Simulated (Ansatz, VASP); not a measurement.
# Two plane-wave programs on Ga2GeO

```
Ga Ge O
1.0
     3.58226    0.00000    0.00000
     0.00000    3.58226    0.00000
     0.00000    0.00000    4.89776
Ga Ge O
2 1 1
Cartesian
  0.0000 0.0000 2.4489
  1.7911 1.7911 0.0000
  0.0000 0.0000 0.0000
  1.7911 1.7911 2.4489
```

Change from the starting cell: species swapped into the HfTiN2 type (P4/mmm, No. 123).

Alike in both runs: functional PBE; k mesh 6 × 6 × 4; occupations gaussian, width 0.1 eV; no spin polarisation.

Ansatz relaxed the structure, and its values are those at the end. VASP's run is a single point on that final structure, the one shown.

|  | VASP | Ansatz |
| --- | --- | --- |
| version | VASP 6.6.1 | Ansatz 0.2.0 |
| potentials or method | VASP PAW PBE potentials, release 64 (Ga_d, Ge_d, O), cutoff 520 eV | scalar-relativistic, plane waves, PAW |
| valence electrons in the cell | 46 | 46 |

```tsv
	VASP	Ansatz	Ansatz less VASP
gap on the k mesh at the Fermi level (eV)	none	none	-
pressure (GPa)	0.2	0.1	-0.11
```

A gap of «none» marks a metal or a gap that the smearing closes.
